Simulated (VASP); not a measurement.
# TiCo (Pm-3m) in VASP: settings compared, part 2 of 2

VASP 6.6.1.

## 4. Elastic constants, PBEsol, collinear spin, ferromagnetic start

The input, INCAR:

```
PREC = Accurate ; ENCUT = 600
EDIFF = 1E-8 ; ISMEAR = -1
SIGMA = 0.05 ; LREAL = F
LASPH = T ; NELM = 150
ALGO = Fast ; ISIF = 3
LWAVE = F ; LCHARG = F
ISPIN = 2 ; MAGMOM = 2 1
LORBIT = 11 ; LMAXMIX = 4
GGA = PS ; NBANDS = 22
IBRION = 6 ; NFREE = 2
POTIM = 0.015 ; NSW = 1
```

The input, KPOINTS:

```
regular mesh
0
Gamma
  7 7 7
```

The input, POSCAR:

```
TiCo
1.0
    2.9861109900      0.0000000000      0.0000000000
    0.0000000000      2.9861109900      0.0000000000
    0.0000000000      0.0000000000      2.9861109900
Co Ti
1 1
Direct
    0.5000000000      0.5000000000      0.5000000000
    0.0000000000      0.0000000000      0.0000000000
```

Potentials or basis: VASP PAW PBE potentials, release 64 (Co, Ti_sv).

Started as:

```console
> cat potpaw_PBE.64/Co/POTCAR potpaw_PBE.64/Ti_sv/POTCAR > POTCAR
> mpirun -np 1 vasp_std > vasp.out
```

OUTCAR:

```text
PREC = Accurate
   ENCUT = 600
   EDIFF = 1E-8
   ISMEAR = -1
   LREAL = F
   LASPH = T
   NELM = 150
   ISIF = 3
   ISPIN = 2
   LORBIT = 11
   GGA = PS
   IBRION = 6
   NFREE = 2
   POTIM = 0.015
   NSW = 1

 ion  position               nearest neighbor table
   1  0.500  0.500  0.500-   2 2.59   2 2.59   2 2.59   2 2.59   2 2.59   2 2.59   2 2.59   2 2.59

   2  0.000  0.000  0.000-   1 2.59   1 2.59   1 2.59   1 2.59   1 2.59   1 2.59   1 2.59   1 2.59

  LATTYP: Found a simple cubic cell.
 ALAT       =     2.9861109900

  Lattice vectors:

 A1 = (   2.9861109900,   0.0000000000,   0.0000000000)
 A2 = (   0.0000000000,   2.9861109900,   0.0000000000)
 A3 = (   0.0000000000,   0.0000000000,   2.9861109900)

Analysis of symmetry for initial positions (statically):
=====================================================================
 Subroutine PRICEL returns:
 Original cell was already a primitive cell.

 Routine SETGRP: Setting up the symmetry group for a
 simple cubic supercell.

 Subroutine GETGRP returns: Found 48 space group operations
 (whereof 48 operations were pure point group operations)
 out of a pool of 48 trial point group operations.

The static configuration has the point symmetry O_h .

Analysis of symmetry for dynamics (positions and initial velocities):
=====================================================================
 Subroutine PRICEL returns:
[... 1612 lines left out ...]
  --------------------------------------------------------------------------------
  x     0.00000     0.00000     0.00000     0.00000     0.00000    -0.00000
  y     0.00000     0.00000     0.00000     0.00000     0.00000     0.00000
  z     0.00000     0.00000     0.00000     0.00000     0.00000     0.00000

 INTERNAL STRAIN TENSORS FROM DISPLACED ATOMS
 ============================================

 INTERNAL STRAIN TENSOR FOR ION    1 for displacements in x,y,z  (eV/Angst):
          X           Y           Z          XY          YZ          ZX
  --------------------------------------------------------------------------------
  x     0.00000     0.00000     0.00000     0.00000     0.00000     0.00000
  y     0.00000     0.00000     0.00000     0.00000     0.00000     0.00000
  z     0.00000     0.00000     0.00000     0.00000     0.00000     0.00000

 INTERNAL STRAIN TENSOR FOR ION    2 for displacements in x,y,z  (eV/Angst):
          X           Y           Z          XY          YZ          ZX
  --------------------------------------------------------------------------------
  x     0.00000     0.00000     0.00000     0.00000     0.00000     0.00000
  y     0.00000     0.00000     0.00000     0.00000     0.00000     0.00000
  z     0.00000     0.00000     0.00000     0.00000     0.00000     0.00000

 Eigenvectors and eigenvalues of the dynamical matrix
 ----------------------------------------------------

   1 f  =    6.504823 THz    40.871011 2PiTHz  216.977552 cm-1    26.901776 meV
             X         Y         Z           dx          dy          dz
      1.493055  1.493055  1.493055     0.670642    0.000000   -0.000000
      0.000000  0.000000  0.000000    -0.741781    0.000000    0.000000
[... 21 lines left out ...]
   6 f/i=    0.009814 THz     0.061663 2PiTHz    0.327358 cm-1     0.040587 meV
             X         Y         Z           dx          dy          dz
      1.493055  1.493055  1.493055    -0.000000   -0.000000   -0.741781
      0.000000  0.000000  0.000000     0.000000    0.000000   -0.670642

--------------------------------------------------------------------------------------------------------

 ELASTIC MODULI CONTR FROM IONIC RELAXATION (kBar)
 Direction    XX          YY          ZZ          XY          YZ          ZX
 --------------------------------------------------------------------------------
 XX           0.0000      0.0000      0.0000      0.0000      0.0000      0.0000
 YY           0.0000      0.0000      0.0000      0.0000      0.0000      0.0000
 ZZ           0.0000      0.0000      0.0000      0.0000      0.0000      0.0000
 XY           0.0000      0.0000      0.0000      0.0000      0.0000      0.0000
 YZ           0.0000      0.0000      0.0000      0.0000      0.0000      0.0000
 ZX           0.0000      0.0000      0.0000      0.0000      0.0000      0.0000
 --------------------------------------------------------------------------------

 TOTAL ELASTIC MODULI (kBar)
 Direction    XX          YY          ZZ          XY          YZ          ZX
 --------------------------------------------------------------------------------
 XX        2725.8236   1024.5226   1024.5226      0.0000     -0.0000      0.0000
 YY        1024.5226   2725.8236   1024.5226     -0.0000      0.0000     -0.0000
 ZZ        1024.5226   1024.5226   2725.8236     -0.0000     -0.0000     -0.0000
 XY           0.0000     -0.0000     -0.0000    551.4223      0.0000      0.0000
 YZ          -0.0000      0.0000     -0.0000      0.0000    551.4223      0.0000
 ZX           0.0000     -0.0000     -0.0000      0.0000      0.0000    551.4223
 --------------------------------------------------------------------------------

 total charge

# of ion       s       p       d       tot
------------------------------------------
    1        0.526   0.457   7.306   8.289
    2        2.248   6.182   1.856  10.286
--------------------------------------------------
tot          2.775   6.638   9.163  18.576

 magnetization (x)

# of ion       s       p       d       tot
------------------------------------------
    1        0.027  -0.001   0.852   0.878
    2       -0.002  -0.011  -0.023  -0.036
--------------------------------------------------
tot          0.024  -0.012   0.829   0.842
```

OSZICAR:

```text
N       E                     dE             d eps       ncg     rms          rms(c)
DAV:   1     0.177036290443E+03    0.17704E+03   -0.10863E+04  1792   0.138E+03
DAV:   2    -0.736202928805E+01   -0.18440E+03   -0.17493E+03  1796   0.321E+02
DAV:   3    -0.188180890597E+02   -0.11456E+02   -0.11232E+02  2226   0.832E+01
[... 306 lines left out ...]
RMM:   9    -0.168870753183E+02   -0.19753E-06   -0.15187E-06  4694   0.763E-03    0.977E-04
RMM:  10    -0.168870753870E+02   -0.68665E-07   -0.52702E-07  4376   0.413E-03    0.251E-04
RMM:  11    -0.168870754150E+02   -0.27999E-07   -0.19143E-07  3905   0.231E-03    0.137E-04
RMM:  12    -0.168870754258E+02   -0.10837E-07   -0.77002E-08  3342   0.136E-03    0.491E-05
RMM:  13    -0.168870754307E+02   -0.49026E-08   -0.35614E-08  2930   0.854E-04
  17 F= -.16887075E+02 E0= -.16881112E+02  d E =-.119261E-01  mag=     0.8027
```

It took 23 min on 1 thread of Oxide Virtual Turin-like, shared host; peak memory 0.28 GiB.

What came out:

| Property | Result |
| --- | --- |
| Net moment | 0.80 μB per cell |
| Site moments | Co +0.88; Ti -0.04 μB |
| Valence electrons inside the program's atomic spheres | Co 8.29; Ti 10.29 |
| Elastic constants C11, C12, C44 | 273, 102, 55 GPa |
| Voigt bulk modulus | 159 GPa |
| Highest phonon frequency at Γ | 217 cm⁻¹ |

Phonon frequencies in cm⁻¹ (negative: imaginary):
| q point | frequencies |
| --- | --- |
| (0.000, 0.000, 0.000) | 0 0 0 217 217 217 |

Elastic tensor in Voigt notation (GPa, in the Cartesian axes of the cell as first typed):
```
273 102 102   0   0   0
102 273 102   0   0   0
102 102 273   0   0   0
  0   0   0  55   0   0
  0   0   0   0  55   0
  0   0   0   0   0  55
```

Clamped-ion elastic tensor (GPa):
```
273 102 102   0   0   0
102 273 102   0   0   0
102 102 273   0   0   0
  0   0   0  55   0   0
  0   0   0   0  55   0
  0   0   0   0   0  55
```

Caveat: the cell is under stress, which shifts elastic constants; the PAW data sets were made with another functional, which shifts forces and pressure a little.

## 5. Overview

```tsv
task	level	potentials or basis	k mesh	cutoff (eV)	k mesh for the DOS	occupations for the DOS	ions in elastic constants	moment (μB)
single point	BLYP	VASP PAW PBE potentials, release 64 (Co_sv, Ti_sv)	5 × 5 × 5	510	8 × 8 × 8	tetrahedron	-	0.90
single point	RPBE	VASP PAW PBE potentials, release 64 (Co_sv, Ti_sv)	5 × 5 × 5	510	8 × 8 × 8	tetrahedron	-	0.90
elastic constants	PBEsol	VASP PAW PBE potentials, release 64 (Co, Ti_sv)	7 × 7 × 7	600	-	-	relaxed	0.80
```

Alike in all rows: spin collinear, ferromagnetic start; cell as given; smearing fermi-dirac 0.05 eV.

Caveats: some runs use coarse meshes; the PAW data sets were made with another functional, which shifts forces and pressure a little; the cell is under stress, which shifts elastic constants (at least some runs).

Total energies depend on the potentials used, so only differences within one code and one set of settings carry meaning.
